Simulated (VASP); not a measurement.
# HfSi3O8 in VASP: a series of runs, part 2 of 2

VASP 6.6.1. Earlier steps stand in the parts before.

## (4) Relaxation of cell and atoms, PBE

This run uses another cell than the first one, of 11.48 Å³/atom.

The input, INCAR:

```
PREC = Accurate ; ENCUT = 600
EDIFF = 1E-7 ; ISMEAR = 0
SIGMA = 0.1 ; LREAL = False
LASPH = True ; NELM = 60
ALGO = Normal ; ISIF = 3
LWAVE = False ; LCHARG = False
GGA = PE ; IBRION = 2
NSW = 90 ; EDIFFG = -0.04
```

The input, KPOINTS:

```
regular mesh
0
Gamma
  4 4 4
```

The input, POSCAR:

```
HfSi3O8
1.0
    4.4367187100      0.0000000000      0.0000000000
    0.0000000000      4.4367187100      0.0000000000
    0.0000000000      0.0000000000      6.9969357600
Hf Si O
1 3 8
Direct
    0.5000000000      0.5000000000      0.5000000000
    0.0000000000      0.0000000000      0.0000000000
    0.5000000000      0.0000000000      0.7500000000
    0.0000000000      0.5000000000      0.2500000000
    0.3766199900      0.7500000000      0.6250000000
    0.8766199900      0.2500000000      0.1250000000
    0.7500000000      0.8766199900      0.8750000000
    0.2500000000      0.3766199900      0.3750000000
    0.6233800100      0.2500000000      0.6250000000
    0.1233800100      0.7500000000      0.1250000000
    0.2500000000      0.1233800100      0.8750000000
    0.7500000000      0.6233800100      0.3750000000
```

Potentials or basis: VASP PAW PBE potentials, release 64 (Hf_pv, Si, O).

The run is started by

```sh
> cat potpaw_PBE.64/Hf_pv/POTCAR potpaw_PBE.64/Si/POTCAR potpaw_PBE.64/O/POTCAR > POTCAR
> mpirun -np 1 vasp_std > vasp.out
```

OUTCAR:

```text
PREC = Accurate
   ENCUT = 600
   EDIFF = 1E-7
   ISMEAR = 0
   LREAL = False
   LASPH = True
   NELM = 60
   ISIF = 3
   GGA = PE
   IBRION = 2
   NSW = 90
   EDIFFG = -0.04

 ion  position               nearest neighbor table
   1  0.500  0.500  0.500-   5 1.51   8 1.51   9 1.51  12 1.51   3 2.83   4 2.83   3 2.83   4 2.83

   2  0.000  0.000  0.000-   6 1.51   7 1.51  10 1.51  11 1.51   3 2.83   4 2.83   4 2.83   3 2.83

   3  0.500  0.000  0.750-   5 1.51   7 1.51   9 1.51  11 1.51   1 2.83   2 2.83   1 2.83   2 2.83

   4  0.000  0.500  0.250-   6 1.51   8 1.51  10 1.51  12 1.51   1 2.83   2 2.83   2 2.83   1 2.83

   5  0.377  0.750  0.625-   1 1.51   3 1.51
   6  0.877  0.250  0.125-   2 1.51   4 1.51
   7  0.750  0.877  0.875-   2 1.51   3 1.51
   8  0.250  0.377  0.375-   1 1.51   4 1.51
   9  0.623  0.250  0.625-   1 1.51   3 1.51
  10  0.123  0.750  0.125-   2 1.51   4 1.51
  11  0.250  0.123  0.875-   2 1.51   3 1.51
  12  0.750  0.623  0.375-   1 1.51   4 1.51

  LATTYP: Found a simple tetragonal cell.
 ALAT       =     4.4367187100
 C/A-ratio  =     1.5770519200

  Lattice vectors:

 A1 = (   4.4367187100,   0.0000000000,   0.0000000000)
 A2 = (   0.0000000000,   4.4367187100,   0.0000000000)
 A3 = (   0.0000000000,   0.0000000000,   6.9969357600)

Analysis of symmetry for initial positions (statically):
=====================================================================
 Subroutine PRICEL returns:
 Original cell was already a primitive cell.

 Routine SETGRP: Setting up the symmetry group for a
 simple tetragonal supercell.

 Subroutine GETGRP returns: Found  4 space group operations
 (whereof  4 operations were pure point group operations)
 out of a pool of 16 trial point group operations.

The static configuration has the point symmetry S_4 .

Analysis of symmetry for dynamics (positions and initial velocities):
=====================================================================
 Subroutine PRICEL returns:
 Original cell was already a primitive cell.

 Routine SETGRP: Setting up the symmetry group for a
 simple tetragonal supercell.

 Subroutine GETGRP returns: Found  4 space group operations
 (whereof  4 operations were pure point group operations)
 out of a pool of 16 trial point group operations.

The dynamic configuration has the point symmetry S_4 .

 Subroutine INISYM returns: Found  4 space group operations
 (whereof  4 operations are pure point group operations),
 and found     1 'primitive' translations

----------------------------------------------------------------------------------------

                                     Primitive cell

  volume of cell :     137.7310

  direct lattice vectors                    reciprocal lattice vectors
     4.436718710  0.000000000  0.000000000     0.225391796  0.000000000  0.000000000
     0.000000000  4.436718710  0.000000000     0.000000000  0.225391796  0.000000000
     0.000000000  0.000000000  6.996935760     0.000000000  0.000000000  0.142919706

  length of vectors
     4.436718710  4.436718710  6.996935760     0.225391796  0.225391796  0.142919706

  position of ions in fractional coordinates (direct lattice)
     0.500000000  0.500000000  0.500000000
     0.000000000  0.000000000  0.000000000
     0.500000000  0.000000000  0.750000000
     0.000000000  0.500000000  0.250000000
     0.376619990  0.750000000  0.625000000
     0.876619990  0.250000000  0.125000000
     0.750000000  0.876619990  0.875000000
[... 40 lines left out ...]
     0.000000000  0.000000000  0.000000000

 Subroutine IBZKPT returns following result:
 ===========================================

 Found     18 irreducible k-points:

 Following reciprocal coordinates:
            Coordinates               Weight
  0.000000  0.000000  0.000000      1.000000
  0.250000  0.000000  0.000000      4.000000
  0.500000  0.000000  0.000000      2.000000
  0.250000  0.250000  0.000000      4.000000
  0.500000  0.250000  0.000000      4.000000
  0.500000  0.500000  0.000000      1.000000
[... 10 lines left out ...]
  0.500000  0.250000  0.500000      4.000000
  0.500000  0.500000  0.500000      1.000000
   k-points           NKPTS =     18   k-points in BZ     NKDIM =     18   number of bands    NBANDS=     42
   number of dos      NEDOS =    301   number of ions     NIONS =     12
   total plane-waves  NPLWV =  72576
   dimension x,y,z NGX =    36 NGY =   36 NGZ =   56
   dimension x,y,z NGXF=    72 NGYF=   72 NGZF=  112
   ions per type =               1   3   8
   NGX,Y,Z   is equivalent  to a cutoff of  13.49, 13.49, 13.31 a.u.
   NGXF,Y,Z  is equivalent  to a cutoff of  26.98, 26.98, 26.61 a.u.
 SYSTEM =  unknown system
   PREC   = accura    normal or accurate (medium, high low for compatibility)
   ISTART =      0    job   : 0-new  1-cont  2-samecut
   ICHARG =      2    charge: 1-file 2-atom 10-const
   ISPIN  =      1    spin polarized calculation?
   LNONCOLLINEAR =      F non collinear calculations
   LSORBIT =      F    spin-orbit coupling
   LASPH  =      T    aspherical Exc in radial PAW
   ENCUT  =  600.0 eV  44.10 Ry    6.64 a.u.   8.86  8.86 13.97*2*pi/ulx,y,z
   NELM   =     60;   NELMIN=  2; NELMDL= -5     # of ELM steps
   EDIFF  = 0.1E-06   stopping-criterion for ELM
   LREAL  =      F    real-space projection
   EDIFFG = -.4E-01   stopping-criterion for IOM
   NSW    =     90    number of steps for IOM
   IBRION =      2    ionic relax: 0-MD 1-quasi-New 2-CG
   NFREE  =      1    steps in history (QN), initial steepest desc. (CG)
   ISIF   =      3    stress and relaxation
   ISYM   =      2    0-nonsym 1-usesym 2-fastsym
   POTIM  = 0.5000    time-step for ionic-motion
   TEBEG  =    0.0;   TEEND  =   0.0 temperature during run
   PSTRESS=    0.0 pullay stress
   NELECT =      70.0000    total number of electrons
   NUPDOWN=      -1.0000    fix difference up-down
   EMIN   =  10.00;   EMAX   =-10.00  energy-range for DOS
   EFERMI =   0.00;   METHOD = LEGACY
   ISMEAR =     0;   SIGMA  =   0.10  broadening in eV -4-tet -1-fermi 0-gaus
   EFERMI_NEDOS =   21; number of points for ismear=-14 and -15
   IALGO  =     38    algorithm
   IMIX   =      4    mixing-type and parameters
     AMIX     =   0.40;   BMIX     =  1.00
     AMIX_MAG =   1.60;   BMIX_MAG =  1.00
  volume/ion in A,a.u.               =      11.48        77.45
  Fermi-wavevector in a.u.,A,eV,Ry     =   1.306463  2.468856 23.223026  1.706844
  Thomas-Fermi vector in A             =   2.437263
   LORBIT       =      0    0 simple, 1 ext, 2 COOP (PROOUT), +10 PAW based schemes
   GGA     = PE    functional components
   LHFCALC =     F    Hartree Fock is set to
   AEXX    =    0.0000 exact exchange contribution
   IVDW    =     0    specifies the selected vdW correction
   LEPSILON=     F    determine dielectric tensor
   LRPA    =     F    only Hartree local field effects (RPA)
 conjugate gradient relaxation of ions
 non-spin polarized calculation
 Gauss-broadening in eV      SIGMA  =   0.10
  energy-cutoff  :      600.00
  volume of cell :      137.73
 maximum number of plane-waves:      4619
 NGX is ok and might be reduce to    36
   NGX = 17   NGY = 17   NGZ = 27

--------------------------------------- Ionic step        1  -------------------------------------------

 number of electron      69.9999964 magnetization

 Free energy of the ion-electron system (eV)
  ---------------------------------------------------
  ext. energy  EPLUGINS =         0.00000000
  ---------------------------------------------------
  free energy    TOTEN  =       -73.94819358 eV

  energy without entropy =      -73.94819358  energy(sigma->0) =      -73.94819358

------------------------ aborting loop because EDIFF is reached ----------------------------------------

  FORCE on cell =-STRESS in cart. coord.  units (eV):
  Direction    XX          YY          ZZ          XY          YZ          ZX
  --------------------------------------------------------------------------------------
  -------------------------------------------------------------------------------------
  Total      112.6995603    112.6995603    113.4333731      0.0000009      0.0000000      0.0000000
  in kB     1310.9952776   1310.9952776   1319.5314691      0.0000106      0.0000000      0.0000000
  external PRESSURE =    1313.8406748 kB  Pullay stress =       0.0000000 kB
[... 1756 lines left out ...]
     41       8.6150      0.00000
     42       8.6271      0.00000

[... ionic steps 4 to 45 ...]

--------------------------------------- Ionic step       46  -------------------------------------------

 number of electron      69.9999999 magnetization

------------------------ aborting loop because EDIFF is reached ----------------------------------------
[... 87 lines left out ...]
--------------------------------------- Ionic step       48  -------------------------------------------

 number of electron      69.9999996 magnetization

 Free energy of the ion-electron system (eV)
  ---------------------------------------------------
  ext. energy  EPLUGINS =         0.00000000
  ---------------------------------------------------
  free energy    TOTEN  =      -100.54053077 eV

  energy without entropy =     -100.54053077  energy(sigma->0) =     -100.54053077

 E-fermi :  -0.7174     XC(G=0):  -7.7160

 val. band max:       -1.1729354888   @ k =   0.0000   0.0000   0.0000
 cond. band min:       3.8579765938   @ k =   0.0000   0.0000   0.0000
 fundamental gap:      5.0309120827
 Fermi energy:        -0.7173745249
[... 847 lines left out ...]
  FREE ENERGIE OF THE ION-ELECTRON SYSTEM (eV)
  ---------------------------------------------------
  free  energy   TOTEN  =      -100.5405307744 eV

  energy  without entropy=     -100.5405307744  energy(sigma->0) =     -100.54053077

 reached required accuracy - stopping structural energy minimisation
```

Run time: 44 min. Hardware: 1 thread of Intel Xeon 6975P-C (Granite Rapids), shared host; peak memory 0.33 GiB.

Results:

| Item | Value |
| --- | --- |
| Free energy | -100.5405 eV |
| Relaxed volume | 17.70 Å³/atom |
| Relaxed cell | a = 5.173 Å, b = 5.173 Å, c = 7.937 Å, α = 90.00°, β = 90.00°, γ = 90.00° |
| Space group after relaxing (to 0.1 Å) | P-4 (No. 81) |
| Pressure after relaxing | 0.0 GPa |
| Largest force after relaxing | 0.032 eV/Å |
| Band gap on the k mesh | 5.03 eV |

Forces on the atoms (eV/Å):
```
Hf   0.000  0.000  0.000
Si   0.000  0.000  0.000
Si   0.000  0.000 -0.009
Si   0.000  0.000  0.009
O    0.013 -0.003  0.007
O    0.010  0.016  0.025
O   -0.016  0.010 -0.025
O    0.003  0.013 -0.007
O   -0.013  0.003  0.007
O   -0.010 -0.016  0.025
O    0.016 -0.010 -0.025
O   -0.003 -0.013 -0.007
```

Final structure:
```
CELL_PARAMETERS angstrom
5.17265 0.00000 0.00000
0.00000 5.17265 0.00000
0.00000 0.00000 7.93665
ATOMIC_POSITIONS crystal
Hf 0.50000 0.50000 0.50000
Si 0.00000 0.00000 0.00000
Si 0.50000 0.00000 0.77718
Si 0.00000 0.50000 0.22282
O 0.39867 0.76979 0.65450
O 0.90806 0.25211 0.10919
O 0.74789 0.90806 0.89081
O 0.23021 0.39867 0.34550
O 0.60133 0.23021 0.65450
O 0.09194 0.74789 0.10919
O 0.25211 0.09194 0.89081
O 0.76979 0.60133 0.34550
```

Levels at points of the mesh, in eV from the valence-band top:
```
           k point  band 31  band 32  band 33  band 34  band 35  band 36  band 37  band 38  band 39  band 40
(0.00, 0.00, 0.00)    -0.56    -0.45    -0.45     0.00     0.00     5.03     6.30     6.72     7.07     7.88
(0.50, 0.00, 0.00)    -0.85    -0.54    -0.46    -0.24    -0.11     6.16     6.44     7.07     7.21     7.53
(0.50, 0.50, 0.00)    -1.01    -0.54    -0.54    -0.49    -0.42     6.50     6.53     7.15     7.29     7.29
(0.00, 0.00, 0.50)    -0.59    -0.31    -0.31    -0.08    -0.08     5.75     6.25     6.29     6.75     7.06
(0.50, 0.00, 0.50)    -0.76    -0.70    -0.60    -0.19    -0.07     6.21     6.46     7.17     7.19     7.33
(0.50, 0.50, 0.50)    -0.63    -0.62    -0.51    -0.48    -0.48     6.47     6.58     7.25     7.30     7.30
```

Caveat: the volume moved by over 15 % at a fixed basis, so the end points are rough; spin-orbit coupling is left out, which moves the levels of the heavy elements. A k mesh can miss the band edges.

## (5) Summary

| task | level | cell | k mesh | cutoff (eV) | smearing | gap on the mesh (eV) | pressure (GPa) | largest force (eV/Å) |
| --- | --- | --- | --- | --- | --- | --- | --- | --- |
| single point | PBE | a = 5.325, b = 5.312, c = 7.926 Å, angles 90.0, 90.1, 90.1°, 12 atoms, atomic positions A | 4 × 4 × 2 | 520 | gaussian 0.1 eV | 4.91 | -0.2 | 0.19 |
| single point | r2SCAN | a = 5.323, b = 5.323, c = 7.937 Å, 12 atoms, atomic positions B | 4 × 4 × 4 | 520 | gaussian 0.02 eV | 5.47 | -3.5 | 0.22 |
| relaxation of cell and atoms | PBE | relaxed from a = 4.437, b = 4.437, c = 6.997 Å, 12 atoms, atomic positions C | 4 × 4 × 4 | 600 | gaussian 0.1 eV | 5.03 | 0.0 | 0.03 |

Alike in all rows: potentials or basis VASP PAW PBE potentials, release 64 (Hf_pv, Si, O); no spin polarisation.

Caveats: spin-orbit coupling is left out, which moves the levels of the heavy elements; the cell stands under tension (at least some runs); the PAW data sets were made with another functional, which shifts forces and pressure a little (at least some runs); the volume moved by over 15 % at a fixed basis, so the end points are rough (at least some runs).

Total energies depend on the potentials used, so only differences within one code and one set of settings carry meaning.
